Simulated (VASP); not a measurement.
# Si (I4/mmm) in VASP: notebook

Si is run at these levels: r2SCAN; tasks: single point.

Program: VASP 6.6.1. These are calculated values, not measurements. Logs are shortened: lines on timing, memory, paths and dates and some standing lists are left out, and cuts for length are marked.

### 1 The cell of the first run

Symmetry: I4/mmm, No. 139, tetragonal system. Conventional cell: a = 6.551 Å, b = 6.551 Å, c = 3.845 Å, α = 90.00°, β = 90.00°, γ = 90.00°. Within 3.1 Å of Si (site symmetry m2m) lie 4 Si at 2.33 to 2.34 Å.

### 2 Single point, r2SCAN (strain -0.015 along x and y, +0.000 along z)

Input file POSCAR:

```
Si
1.0
   -3.2755626256      3.2755626256      1.9223856600
    3.2755626256     -3.2755626256      1.9223856600
    3.2755626256      3.2755626256     -1.9223856600
Si
4
Direct
    0.1788010600      0.1788010600      0.3576021200
    0.8211989400      0.8211989400      0.6423978800
    0.1788010600      0.8211989400      0.0000000000
    0.8211989400      0.1788010600      0.0000000000
```

Input file INCAR.step1:

```
SYSTEM = Si
  PREC = Accurate
  ENCUT = 520
  ISMEAR = 0
  SIGMA = 0.03
  LREAL = .FALSE.
  LASPH = .TRUE.
  NELM = 60
  NBANDS = 16
  GGA = PE
  ALGO = Normal
  EDIFF = 1E-4
  LWAVE = .TRUE.
  LCHARG = .FALSE.
```

Input file INCAR.step2:

```
SYSTEM = Si
  PREC = Accurate
  ENCUT = 520
  EDIFF = 1E-6
  ISMEAR = 0
  SIGMA = 0.03
  LREAL = .FALSE.
  LASPH = .TRUE.
  NELM = 60
  ALGO = Normal
  ISIF = 2
  LWAVE = .FALSE.
  LCHARG = .TRUE.
  METAGGA = R2SCAN
  LMIXTAU = .TRUE.
  LELF = .TRUE.
  LVHAR = .TRUE.
  NBANDS = 16
  ISTART = 1
```

Input file KPOINTS:

```
regular mesh
0
G
  10 10 10
  0 0 0
```

Potentials or basis: VASP PAW PBE potentials, release 64 (Si).

Command:

```sh
> cat potpaw_PBE.64/Si/POTCAR > POTCAR
> cp INCAR.step1 INCAR
> mpirun -np 1 vasp_std > vasp.out
> cp INCAR.step2 INCAR
> mpirun -np 1 vasp_std > vasp.out
```

OUTCAR:

```text
SYSTEM = Si
   PREC = Accurate
   ENCUT = 520
   EDIFF = 1E-6
   ISMEAR = 0
   LREAL = .FALSE.
   LASPH = .TRUE.
   NELM = 60
   ISIF = 2
   METAGGA = R2SCAN
   ISTART = 1

 ion  position               nearest neighbor table
   1  0.179  0.179  0.358-   2 2.33   2 2.33   3 2.34   4 2.34
   2  0.821  0.821  0.642-   1 2.33   1 2.33   4 2.34   3 2.34
   3  0.179  0.821  0.000-   4 2.33   4 2.33   2 2.34   1 2.34
   4  0.821  0.179  0.000-   3 2.33   3 2.33   2 2.34   1 2.34

  LATTYP: Found a body centered tetragonal cell.
 ALAT       =     6.5511252512
 C/A-ratio  =     0.5868871640

  Lattice vectors:

 A1 = (  -3.2755626256,   3.2755626256,   1.9223856600)
 A2 = (   3.2755626256,  -3.2755626256,   1.9223856600)
 A3 = (   3.2755626256,   3.2755626256,  -1.9223856600)

Analysis of symmetry for initial positions (statically):
=====================================================================
 Subroutine PRICEL returns:
 Original cell was already a primitive cell.

 Routine SETGRP: Setting up the symmetry group for a
 body centered tetragonal supercell.

 Subroutine GETGRP returns: Found 16 space group operations
 (whereof 16 operations were pure point group operations)
 out of a pool of 16 trial point group operations.

The static configuration has the point symmetry D_4h.

Analysis of symmetry for dynamics (positions and initial velocities):
=====================================================================
 Subroutine PRICEL returns:
 Original cell was already a primitive cell.

 Routine SETGRP: Setting up the symmetry group for a
 body centered tetragonal supercell.

 Subroutine GETGRP returns: Found 16 space group operations
 (whereof 16 operations were pure point group operations)
 out of a pool of 16 trial point group operations.

The dynamic configuration has the point symmetry D_4h.

 Subroutine INISYM returns: Found 16 space group operations
 (whereof 16 operations are pure point group operations),
 and found     1 'primitive' translations

----------------------------------------------------------------------------------------

                                     Primitive cell

  volume of cell :      82.5035

  direct lattice vectors                    reciprocal lattice vectors
    -3.275562626  3.275562626  1.922385660     0.000000000  0.152645532  0.260093492
     3.275562626 -3.275562626  1.922385660     0.152645532  0.000000000  0.260093492
     3.275562626  3.275562626 -1.922385660     0.152645532  0.152645532  0.000000000

  length of vectors
     5.015395065  5.015395065  5.015395065     0.301577989  0.301577989  0.215873382

  position of ions in fractional coordinates (direct lattice)
     0.178801060  0.178801060  0.357602120
     0.821198940  0.821198940  0.642397880
     0.178801060  0.821198940  0.000000000
     0.821198940  0.178801060  0.000000000

  ion indices of the primitive-cell ions
   primitive index   ion index
                 1           1
                 2           2
                 3           3
                 4           4

----------------------------------------------------------------------------------------

 KPOINTS: regular mesh

Automatic generation of k-mesh.
 Grid dimensions read from file:
 generate k-points for:   10   10   10

 Generating k-lattice:

  Cartesian coordinates                     Fractional coordinates (reciprocal lattice)
     0.000000000  0.015264553  0.026009349     0.100000000 -0.000000000  0.000000000
     0.015264553  0.000000000  0.026009349    -0.000000000  0.100000000  0.000000000
     0.015264553  0.015264553  0.000000000     0.000000000  0.000000000  0.100000000

  Length of vectors
     0.030157799  0.030157799  0.021587338

  Shift w.r.t. Gamma in fractional coordinates (k-lattice)
     0.000000000  0.000000000  0.000000000

 Subroutine IBZKPT returns following result:
 ===========================================

 Found    102 irreducible k-points:

 Following reciprocal coordinates:
            Coordinates               Weight
  0.000000  0.000000  0.000000      1.000000
  0.100000  0.000000 -0.000000      8.000000
  0.200000  0.000000 -0.000000      8.000000
  0.300000  0.000000  0.000000      8.000000
  0.400000  0.000000  0.000000      8.000000
  0.500000  0.000000  0.000000      4.000000
[... 16 lines left out ...]
  0.300000  0.300000  0.000000      8.000000
  0.400000  0.300000  0.000000     16.000000
 [... further k-points ...]
   k-points           NKPTS =    102   k-points in BZ     NKDIM =    102   number of bands    NBANDS=     16
   number of dos      NEDOS =    301   number of ions     NIONS =      4
   total plane-waves  NPLWV =  64000
   dimension x,y,z NGX =    40 NGY =   40 NGZ =   40
   dimension x,y,z NGXF=    80 NGYF=   80 NGZF=   80
   ions per type =               4
   NGX,Y,Z   is equivalent  to a cutoff of  13.26, 13.26, 13.26 a.u.
   NGXF,Y,Z  is equivalent  to a cutoff of  26.52, 26.52, 26.52 a.u.
 SYSTEM =  Si
   PREC   = accura    normal or accurate (medium, high low for compatibility)
   ISTART =      1    job   : 0-new  1-cont  2-samecut
   ICHARG =      0    charge: 1-file 2-atom 10-const
   ISPIN  =      1    spin polarized calculation?
   LNONCOLLINEAR =      F non collinear calculations
   LSORBIT =      F    spin-orbit coupling
   LASPH  =      T    aspherical Exc in radial PAW
   ENCUT  =  520.0 eV  38.22 Ry    6.18 a.u.   9.33  9.33  9.33*2*pi/ulx,y,z
   NELM   =     60;   NELMIN=  2; NELMDL=  0     # of ELM steps
   EDIFF  = 0.1E-05   stopping-criterion for ELM
   LREAL  =      F    real-space projection
   EDIFFG = 0.1E-04   stopping-criterion for IOM
   NSW    =      0    number of steps for IOM
   IBRION =     -1    ionic relax: 0-MD 1-quasi-New 2-CG
   NFREE  =      0    steps in history (QN), initial steepest desc. (CG)
   ISIF   =      2    stress and relaxation
   ISYM   =      2    0-nonsym 1-usesym 2-fastsym
   POTIM  = 0.5000    time-step for ionic-motion
   TEBEG  =    0.0;   TEEND  =   0.0 temperature during run
   PSTRESS=    0.0 pullay stress
   NELECT =      16.0000    total number of electrons
   NUPDOWN=      -1.0000    fix difference up-down
   EMIN   =  10.00;   EMAX   =-10.00  energy-range for DOS
   EFERMI =   0.00;   METHOD = LEGACY
   ISMEAR =     0;   SIGMA  =   0.03  broadening in eV -4-tet -1-fermi 0-gaus
   EFERMI_NEDOS =   21; number of points for ismear=-14 and -15
   IALGO  =     38    algorithm
   IMIX   =      4    mixing-type and parameters
     AMIX     =   0.40;   BMIX     =  1.00
     AMIX_MAG =   1.60;   BMIX_MAG =  1.00
  volume/ion in A,a.u.               =      20.63       139.19
  Fermi-wavevector in a.u.,A,eV,Ry     =   0.947598  1.790700 12.217237  0.897942
  Thomas-Fermi vector in A             =   2.075706
   LORBIT       =      0    0 simple, 1 ext, 2 COOP (PROOUT), +10 PAW based schemes
   METAGGA = R2SCAN    functional components
   LHFCALC =     F    Hartree Fock is set to
   AEXX    =    0.0000 exact exchange contribution
   IVDW    =     0    specifies the selected vdW correction
   LEPSILON=     F    determine dielectric tensor
   LRPA    =     F    only Hartree local field effects (RPA)
 non-spin polarized calculation
 Gauss-broadening in eV      SIGMA  =   0.03
  energy-cutoff  :      520.00
  volume of cell :       82.50
 maximum number of plane-waves:      2255
 NGX is ok and might be reduce to    40
   NGX = 19   NGY = 19   NGZ = 19

 number of electron      16.0000000 magnetization

 Free energy of the ion-electron system (eV)
  ---------------------------------------------------
  ext. energy  EPLUGINS =         0.00000000
  ---------------------------------------------------
  free energy    TOTEN  =       -34.60229945 eV

  energy without entropy =      -34.60229945  energy(sigma->0) =      -34.60229945

 E-fermi :   5.8800     XC(G=0):  -9.6536

 val. band max:        5.7151457935   @ k =   0.5000   0.5000   0.5000
 cond. band min:       6.0746825240   @ k =   0.5000   0.5000   0.5000
 fundamental gap:      0.3595367306
 Fermi energy:         5.8799663562

 k-point     1 :       0.0000    0.0000    0.0000
  band No.  band energies     occupation
      1      -7.1815      2.00000
      2      -2.4525      2.00000
      3      -0.2062      2.00000
      4      -0.2062      2.00000
      5       1.5954      2.00000
      6       3.9790      2.00000
[... 8 lines left out ...]
     15      11.2688      0.00000
     16      13.2598      0.00000

 k-point     2 :       0.1000    0.0000   -0.0000
  band No.  band energies     occupation
      1      -7.0644      2.00000
      2      -2.4942      2.00000
      3      -0.3690      2.00000
      4      -0.0205      2.00000
      5       1.6993      2.00000
      6       3.3548      2.00000
[... 8 lines left out ...]
     15      10.8661      0.00000
     16      13.8087      0.00000

 k-point     3 :       0.2000    0.0000   -0.0000
  band No.  band energies     occupation
      1      -6.7193      2.00000
      2      -2.5400      2.00000
      3      -0.8288      2.00000
      4       0.2817      2.00000
      5       1.8532      2.00000
      6       2.2680      2.00000
[... 8 lines left out ...]
     15      11.3932      0.00000
     16      13.2959      0.00000

 k-point     4 :       0.3000    0.0000    0.0000
  band No.  band energies     occupation
      1      -6.1720      2.00000
      2      -2.4872      2.00000
      3      -1.6010      2.00000
      4       0.0801      2.00000
      5       1.4149      2.00000
      6       1.9725      2.00000
[... 8 lines left out ...]
     15      12.3663      0.00000
     16      12.8135      0.00000

 k-point     5 :       0.4000    0.0000    0.0000
  band No.  band energies     occupation
      1      -5.5093      2.00000
      2      -2.5333      2.00000
      3      -2.3277      2.00000
      4      -0.4686      2.00000
      5       1.0615      2.00000
      6       1.9547      2.00000
[... 8 lines left out ...]
     15      12.3107      0.00000
     16      13.7125      0.00000

 k-point     6 :       0.5000    0.0000    0.0000
  band No.  band energies     occupation
      1      -5.1056      2.00000
      2      -3.0545      2.00000
      3      -2.2127      2.00000
      4      -0.7502      2.00000
      5       0.9737      2.00000
      6       1.9422      2.00000
[... 8 lines left out ...]
     15      11.6898      0.00000
     16      13.9501      0.00000
[... 267 lines left out ...]
 k-point    21 :      -0.3000    0.2000   -0.0000
  band No.  band energies     occupation
      1      -6.7135      2.00000
      2      -3.6320      2.00000
      3      -0.5337      2.00000
      4       0.5042      2.00000
      5       2.8919      2.00000
      6       3.0236      2.00000
[... 8 lines left out ...]
     15      12.0371      0.00000
     16      12.9338      0.00000

 k-point    22 :      -0.2000    0.2000    0.0000
  band No.  band energies     occupation
      1      -6.9437      2.00000
      2      -3.3583      2.00000
      3      -0.1229      2.00000
      4      -0.0174      2.00000
      5       2.6498      2.00000
      6       3.7372      2.00000
[... 8 lines left out ...]
     15      11.7620      0.00000
     16      14.1040      0.00000

 k-point    23 :       0.3000    0.3000    0.0000
  band No.  band energies     occupation
      1      -5.0041      2.00000
      2      -3.4368      2.00000
      3      -2.5812      2.00000
      4      -0.3008      2.00000
      5       0.8991      2.00000
      6       2.5861      2.00000
[... 8 lines left out ...]
     15      12.8247      0.00000
     16      13.9129      0.00000

 k-point    24 :       0.4000    0.3000    0.0000
  band No.  band energies     occupation
      1      -5.3937      2.00000
      2      -4.0507      2.00000
      3      -1.8681      2.00000
      4       0.3525      2.00000
      5       1.1657      2.00000
      6       2.4555      2.00000
[... 8 lines left out ...]
     15      12.2411      0.00000
     16      12.9750      0.00000

 [... further k-points ...]

------------------------ aborting loop because EDIFF is reached ----------------------------------------

  FORCE on cell =-STRESS in cart. coord.  units (eV):
  Direction    XX          YY          ZZ          XY          YZ          ZX
  --------------------------------------------------------------------------------------
  -------------------------------------------------------------------------------------
  Total        1.9204951      1.9204951      0.3565481      0.0000000      0.0000000      0.0000000
  in kB       37.2950736     37.2950736      6.9239891      0.0000000      0.0000000      0.0000000
  external PRESSURE =      27.1713788 kB  Pullay stress =       0.0000000 kB

 VOLUME and BASIS-vectors are now :
 -----------------------------------------------------------------------------
  energy-cutoff  :      520.00
  volume of cell :       82.50
      direct lattice vectors                 reciprocal lattice vectors
    -3.275562626  3.275562626  1.922385660     0.000000000  0.152645532  0.260093492
     3.275562626 -3.275562626  1.922385660     0.152645532  0.000000000  0.260093492
     3.275562626  3.275562626 -1.922385660     0.152645532  0.152645532  0.000000000

 POSITION                                       TOTAL-FORCE (eV/Angst)
 -----------------------------------------------------------------------------------
      1.17135      1.17135     -0.00000         0.166330      0.166330      0.000000
      2.10421      2.10421      1.92239        -0.166330     -0.166330     -0.000000
      2.10421     -2.10421      1.92239        -0.166330      0.166330     -0.000000
     -2.10421      2.10421      1.92239         0.166330     -0.166330     -0.000000
 -----------------------------------------------------------------------------------
    total drift:                               -0.000000     -0.000000      0.000000

  FREE ENERGIE OF THE ION-ELECTRON SYSTEM (eV)
  ---------------------------------------------------
  free  energy   TOTEN  =       -34.6022994472 eV

  energy  without entropy=      -34.6022994472  energy(sigma->0) =      -34.60229945
```

Wall time 5.1 min (1 thread of Intel Xeon Platinum 8488C (Sapphire Rapids), shared host); peak memory 0.3 GiB.

Results:

```yaml
Free_energy: -34.6023 eV
Pressure: 2.7 GPa
Largest_force: 0.235 eV/Å
Band_gap_on_the_k_mesh: 0.36 eV
```

Forces on the atoms (eV/Å):
```
Si   0.166  0.166  0.000
Si  -0.166 -0.166  0.000
Si  -0.166  0.166  0.000
Si   0.166 -0.166  0.000
```

Stress tensor (GPa, compression positive):
```
3.73 0.00 0.00
0.00 3.73 0.00
0.00 0.00 0.69
```

Caveat: the cell differs from its parent crystal (strain -0.015 along x and y, +0.000 along z); semilocal functionals underestimate gaps, and a narrow one can read as zero; the PAW data sets were made with another functional, which shifts forces and pressure a little.

### 3 Single point, r2SCAN (strain +0.000 along x and y, -0.015 along z)

Input file POSCAR:

```
Si
1.0
   -3.3254442900      3.3254442900      1.8935498751
    3.3254442900     -3.3254442900      1.8935498751
    3.3254442900      3.3254442900     -1.8935498751
Si
4
Direct
    0.1788010600      0.1788010600      0.3576021200
    0.8211989400      0.8211989400      0.6423978800
    0.1788010600      0.8211989400      0.0000000000
    0.8211989400      0.1788010600      0.0000000000
```

Input file INCAR.step1:

```
SYSTEM = Si
ALGO = Normal ; EDIFF = 1E-4
ENCUT = 520 ; GGA = PE
ISMEAR = 0 ; LASPH = .True.
LCHARG = .False. ; LREAL = .False.
LWAVE = .True. ; NBANDS = 16
NELM = 100 ; PREC = Accurate
SIGMA = 0.03
```

Input file INCAR.step2:

```
SYSTEM = Si
ALGO = Normal ; EDIFF = 1E-7
ENCUT = 520 ; ISIF = 2
ISMEAR = 0 ; ISTART = 1
LASPH = .True. ; LCHARG = .False.
LMIXTAU = .True. ; LREAL = .False.
LWAVE = .False. ; METAGGA = R2SCAN
NBANDS = 16 ; NELM = 100
PREC = Accurate ; SIGMA = 0.03
```

Input file KPOINTS:

```
k-points
0
Gamma
  10 10 10
  0 0 0
```

Potentials or basis: VASP PAW PBE potentials, release 64 (Si).

Command:

```sh
> cat potpaw_PBE.64/Si/POTCAR > POTCAR
> cp INCAR.step1 INCAR
> mpirun -np 1 vasp_std > vasp.out
> cp INCAR.step2 INCAR
> mpirun -np 1 vasp_std > vasp.out
```

It took 5.7 min on 1 thread of Intel Xeon Platinum 8488C (Sapphire Rapids), shared host; peak memory 0.3 GiB.

The run converged. Its results:

- Free energy: -34.6180 eV
- Pressure: 1.3 GPa
- Largest force: 0.153 eV/Å
- Band gap on the k mesh: 0.48 eV (least direct gap 0.77 eV)

Forces in eV/Å, atoms in the order of the input:
```
Si  -0.108 -0.108  0.000
Si   0.108  0.108  0.000
Si   0.108 -0.108  0.000
Si  -0.108  0.108  0.000
```

Stress tensor (GPa, compression positive):
```
0.36 0.00 0.00
0.00 0.36 0.00
0.00 0.00 3.32
```

Levels at points of the mesh, in eV from the valence-band top:
| k point | band 5 | band 6 | band 7 | band 8 | band 9 | band 10 | band 11 | band 12 |
| --- | --- | --- | --- | --- | --- | --- | --- | --- |
| (0.00, 0.00, 0.00) | -3.98 | -1.51 | -1.51 | -0.56 | 1.72 | 1.85 | 1.85 | 2.65 |
| (0.50, 0.00, 0.00) | -4.62 | -3.65 | -2.51 | -1.56 | 1.02 | 2.66 | 3.28 | 3.77 |
| (0.50, 0.50, 0.00) | -3.04 | -2.03 | -2.02 | -1.64 | 2.06 | 2.18 | 2.30 | 4.33 |
| (0.50, 0.50, 0.50) | -3.01 | -0.19 | 0.00 | 0.00 | 0.77 | 3.65 | 4.05 | 4.25 |

Caveat: the cell differs from its parent crystal (strain +0.000 along x and y, -0.015 along z); semilocal functionals underestimate gaps, and a narrow one can read as zero; the PAW data sets were made with another functional, which shifts forces and pressure a little.
